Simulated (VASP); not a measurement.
# Al3Ga5N8 (P1) in VASP: further runs, part 2 of 2

VASP 6.6.1. The steps go on from the part before.

**3. Single point, PBEsol, collinear spin, ferromagnetic start**

File INCAR:

```
PREC = Accurate
ENCUT = 600
EDIFF = 1E-6
ISMEAR = -5
SIGMA = 0.05
LREAL = F
LASPH = T
NELM = 200
ALGO = Normal
ISIF = 2
LWAVE = F
LCHARG = F
ISPIN = 2
MAGMOM = 0.5 0.5 0.5 0.5 0.5 0.5 0.5 0.5 0.5 0.5 0.5 0.5 0.5 0.5 0.5 0.5
LORBIT = 11
GGA = PS
NBANDS = 75
GGA_COMPAT = F
```

File KPOINTS:

```
Automatic mesh
0
Gamma
  2 2 2
  0.5 0.5 0.5
```

File POSCAR:

```
Al3Ga5N8
1.0
    8.9047390000      0.0000000000      0.0000000000
    0.0000000000      4.4523690000      0.0000000000
    0.0000000000      0.0000000000      4.4523690000
Al Ga N
3 5 8
Direct
    0.9983490000      0.0327150000      0.9981750000
    0.2394760000      0.4723400000      0.0248540000
    0.0035270000      0.5176500000      0.5134490000
    0.5227560000      0.9939750000      0.0124230000
    0.7518820000      0.4633230000      0.0052980000
    0.2346150000      0.9812850000      0.5191070000
    0.7502360000      0.0091840000      0.5020700000
    0.5025700000      0.5216100000      0.5539270000
    0.1385130000      0.2357930000      0.2279170000
    0.6321250000      0.2733250000      0.2267280000
    0.3603020000      0.7437320000      0.2064650000
    0.8664370000      0.7289880000      0.2332490000
    0.3715650000      0.2500870000      0.7651040000
    0.8709530000      0.2687880000      0.7416810000
    0.1324780000      0.7366490000      0.7366270000
    0.6063030000      0.7290670000      0.7828900000
```

Potentials or basis: VASP PAW PBE potentials, release 64 (Al, Ga_d, N).

Command:

```
cat potpaw_PBE.64/Al/POTCAR potpaw_PBE.64/Ga_d/POTCAR potpaw_PBE.64/N/POTCAR > POTCAR
mpirun -np 1 vasp_std > vasp.out
```

OUTCAR:

```text
PREC = Accurate
   ENCUT = 600
   EDIFF = 1E-6
   ISMEAR = -5
   LREAL = F
   LASPH = T
   NELM = 200
   ISIF = 2
   ISPIN = 2
   LORBIT = 11
   GGA = PS

 ion  position               nearest neighbor table
   1  0.998  0.033  0.998-   9 1.85  14 1.92  12 2.07  15 2.13   2 2.91   5 2.91   6 3.00   3 3.05
                             7 3.13   6 3.14   3 3.15   3 3.15   3 3.24   2 3.29
   2  0.239  0.472  0.025-   9 1.65  11 1.81  13 1.92  15 1.98   1 2.91   3 3.03   6 3.10   3 3.10
                             6 3.14   1 3.29
   3  0.004  0.518  0.513-  15 1.80  14 1.91  12 1.98   9 2.15   6 2.91   2 3.03   1 3.05   2 3.10
                             5 3.14   1 3.15   1 3.15   1 3.24
   4  0.523  0.994  0.012-  16 1.73  10 1.85  11 2.02  13 2.08   5 2.92
   5  0.752  0.463  0.005-  10 1.68  14 1.80  12 1.86  16 2.02   1 2.91   4 2.92   3 3.14
   6  0.235  0.981  0.519-  15 1.72   9 1.92  13 2.03  11 2.08   3 2.91   1 3.00   2 3.10   2 3.14
                             1 3.14
   7  0.750  0.009  0.502-  14 1.91  10 2.00  12 2.01  16 2.18   1 3.13
   8  0.503  0.522  0.554-  16 1.66  13 1.93  10 2.16  11 2.23
   9  0.139  0.236  0.228-   2 1.65   1 1.85   6 1.92   3 2.15
  10  0.632  0.273  0.227-   5 1.68   4 1.85   7 2.00   8 2.16
  11  0.360  0.744  0.206-   2 1.81   4 2.02   6 2.08   8 2.23
  12  0.866  0.729  0.233-   5 1.86   3 1.98   7 2.01   1 2.07
  13  0.372  0.250  0.765-   2 1.92   8 1.93   6 2.03   4 2.08
  14  0.871  0.269  0.742-   5 1.80   7 1.91   3 1.91   1 1.92
  15  0.132  0.737  0.737-   6 1.72   3 1.80   2 1.98   1 2.13
  16  0.606  0.729  0.783-   8 1.66   4 1.73   5 2.02   7 2.18

  LATTYP: Found a simple tetragonal cell.
 ALAT       =     4.4523690000
 C/A-ratio  =     2.0000002246

  Lattice vectors:

 A1 = (   0.0000000000,   4.4523690000,   0.0000000000)
 A2 = (   0.0000000000,   0.0000000000,   4.4523690000)
 A3 = (   8.9047390000,   0.0000000000,   0.0000000000)

Analysis of symmetry for initial positions (statically):
=====================================================================
 Subroutine PRICEL returns:
[... 496 lines left out ...]

 k-point     1 :       0.2500    0.2500    0.2500
  band No.  band energies     occupation
      1     -10.5874      1.00000
      2     -10.2002      1.00000
      3      -9.9967      1.00000
      4      -9.4699      1.00000
      5      -9.0440      1.00000
      6      -8.7879      1.00000
[... 277 lines left out ...]
     68      13.3903      0.00000
     69      13.7387      0.00000
 [bands above 69 left out]

------------------------ aborting loop because EDIFF is reached ----------------------------------------

  FORCE on cell =-STRESS in cart. coord.  units (eV):
  Direction    XX          YY          ZZ          XY          YZ          ZX
  --------------------------------------------------------------------------------------
  -------------------------------------------------------------------------------------
  Total        8.5069329     13.9158064     11.7079488     11.7739101      1.9920942     -3.6821435
  in kB       77.2111629    126.3035235    106.2644261    106.8631085     18.0807713    -33.4201036
  external PRESSURE =     103.2597042 kB  Pullay stress =       0.0000000 kB

 VOLUME and BASIS-vectors are now :
 -----------------------------------------------------------------------------
  energy-cutoff  :      600.00
  volume of cell :      176.52
      direct lattice vectors                 reciprocal lattice vectors
     8.904739000  0.000000000  0.000000000     0.112299754  0.000000000  0.000000000
     0.000000000  4.452369000  0.000000000     0.000000000  0.224599533  0.000000000
     0.000000000  0.000000000  4.452369000     0.000000000  0.000000000  0.224599533

 POSITION                                       TOTAL-FORCE (eV/Angst)
 -----------------------------------------------------------------------------------
      8.89004      0.14566      4.44424         0.046469     -2.624468     -0.094838
      2.13247      2.10303      0.11066         4.365527      3.228414     -3.789945
      0.03141      2.30477      2.28606        -0.754856     -0.791996     -2.008822
      4.65501      4.42554      0.05531        -5.583260      1.631544      1.628657
      6.69531      2.06288      0.02359         1.106470      4.410376     -1.902240
      2.08919      4.36904      2.31126         5.082423      2.223467     -2.768641
[... 8 lines left out ...]
      1.17968      3.27983      3.27974        -3.793584     -1.557484      3.585932
      5.39897      3.24608      3.48572         7.091182      2.128853     -0.116359
 -----------------------------------------------------------------------------------
    total drift:                               -0.000263     -0.000778     -0.000379

  FREE ENERGIE OF THE ION-ELECTRON SYSTEM (eV)
  ---------------------------------------------------
  free  energy   TOTEN  =      -106.4051390447 eV

  energy  without entropy=     -106.4051390447  energy(sigma->0) =     -106.40513904

 total charge

# of ion       s       p       d       tot
------------------------------------------
    1        0.366   0.395   0.000   0.761
    2        0.395   0.504   0.000   0.899
    3        0.372   0.416   0.000   0.788
    4        0.817   1.013  10.244  12.073
    5        0.848   1.163  10.337  12.349
    6        0.810   0.984  10.226  12.020
[... 8 lines left out ...]
   15        1.224   2.605   0.000   3.829
   16        1.233   2.615   0.000   3.848
--------------------------------------------------
tot         15.031  26.714  51.162  92.907

 magnetization (x)

# of ion       s       p       d       tot
------------------------------------------
    1        0.000   0.000   0.000   0.000
    2        0.000   0.000   0.000   0.000
    3        0.000   0.000   0.000   0.000
    4       -0.000   0.000  -0.000   0.000
    5       -0.000   0.000   0.000  -0.000
    6       -0.000   0.000   0.000   0.000
[... 8 lines left out ...]
   15       -0.000  -0.000   0.000  -0.000
   16       -0.000  -0.000   0.000  -0.000
--------------------------------------------------
tot         -0.000  -0.000   0.000  -0.000
```

OSZICAR:

```text
N       E                     dE             d eps       ncg     rms          rms(c)
DAV:   1     0.156201108256E+04    0.15620E+04   -0.50803E+04  1382   0.269E+03
DAV:   2     0.288953156550E+03   -0.12731E+04   -0.11691E+04  1200   0.800E+02
DAV:   3    -0.815532218629E+02   -0.37051E+03   -0.35005E+03  1439   0.265E+02
DAV:   4    -0.120724995026E+03   -0.39172E+02   -0.38456E+02  1447   0.911E+01
DAV:   5    -0.123152181084E+03   -0.24272E+01   -0.24159E+01  1720   0.238E+01    0.249E+01
DAV:   6    -0.105296683729E+03    0.17855E+02   -0.50170E+01  2232   0.717E+01    0.794E+00
DAV:   7    -0.106497349629E+03   -0.12007E+01   -0.11291E+01  1408   0.180E+01    0.607E+00
DAV:   8    -0.106424650089E+03    0.72700E-01   -0.95333E-01  1664   0.111E+01    0.352E+00
DAV:   9    -0.106422720898E+03    0.19292E-02   -0.42543E-01  1888   0.700E+00    0.114E+00
DAV:  10    -0.106401857590E+03    0.20863E-01   -0.12406E-01  1760   0.346E+00    0.458E-01
DAV:  11    -0.106404530960E+03   -0.26734E-02   -0.28701E-02  1400   0.977E-01    0.213E-01
DAV:  12    -0.106405047114E+03   -0.51615E-03   -0.33713E-03  1800   0.492E-01    0.110E-01
DAV:  13    -0.106405110507E+03   -0.63393E-04   -0.74494E-04  1544   0.323E-01    0.418E-02
DAV:  14    -0.106405131883E+03   -0.21376E-04   -0.28414E-04  1720   0.145E-01    0.211E-02
DAV:  15    -0.106405137443E+03   -0.55604E-05   -0.44128E-05  1464   0.680E-02    0.116E-02
DAV:  16    -0.106405138763E+03   -0.13200E-05   -0.12628E-05  1512   0.413E-02    0.514E-03
DAV:  17    -0.106405139045E+03   -0.28139E-06   -0.26738E-06   992   0.186E-02
   1 F= -.10640514E+03 E0= -.10640514E+03  d E =0.000000E+00  mag=     0.0001
```

stdout:

```text
POSCAR found type information on POSCAR AlGaN
 POSCAR found :  3 types and      16 ions
 scaLAPACK will be used
 -----------------------------------------------------------------------------
|                                                                             |
|                                                                             |
|     You enforced a specific xc type in the INCAR file but a different       |
|     I HOPE YOU KNOW WHAT YOU ARE DOING!                                     |
|                                                                             |
 -----------------------------------------------------------------------------

 LDA part: xc-table for (Slater+PW92), standard interpolation
 POSCAR, INCAR and KPOINTS ok, starting setup
 FFT: planning ... GRIDC
 FFT: planning ... GRID_SOFT
 FFT: planning ... GRID
 WAVECAR not read
 entering main loop
```

Run time: 2.2 min. Hardware: 1 thread of AMD EPYC 9R45 (Zen 5), shared host; peak memory 0.36 GiB.

Results:

```
Free energy                                           : -106.4051 eV
Pressure                                              : 10.3 GPa
Largest force                                         : 8.655 eV/Å
Band gap on the k mesh                                : 2.92 eV
Net moment                                            : 0.00 μB per cell
Valence electrons inside the program's atomic spheres : Al 0.76, 0.90, 0.79; Ga 12.07, 12.35, 12.02, 11.76, 12.03; N 3.86, 3.79, 3.68, 3.71, 3.69, 3.81, 3.83, 3.85
```

Forces in eV/Å, atoms in the order of the input:
```
Al   0.046 -2.624 -0.095
Al   4.366  3.228 -3.790
Al  -0.755 -0.792 -2.009
Ga  -5.583  1.632  1.629
Ga   1.106  4.410 -1.902
Ga   5.082  2.223 -2.769
Ga  -0.744 -1.258 -0.731
Ga  -5.307 -3.667 -5.771
N   -5.435 -1.485  3.453
N   -2.605 -3.212  5.336
N    1.622  0.854  3.122
N    2.426  2.300  1.357
N    0.000 -0.659 -0.443
N    2.481 -1.522 -0.858
N   -3.794 -1.557  3.586
N    7.091  2.129 -0.116
```

Caveat: the k points lie up to 0.71 Å⁻¹ apart; the PAW data sets were made with another functional, which shifts forces and pressure a little; a shifted mesh leaves out Γ, where band edges can lie. A k mesh can miss the band edges.
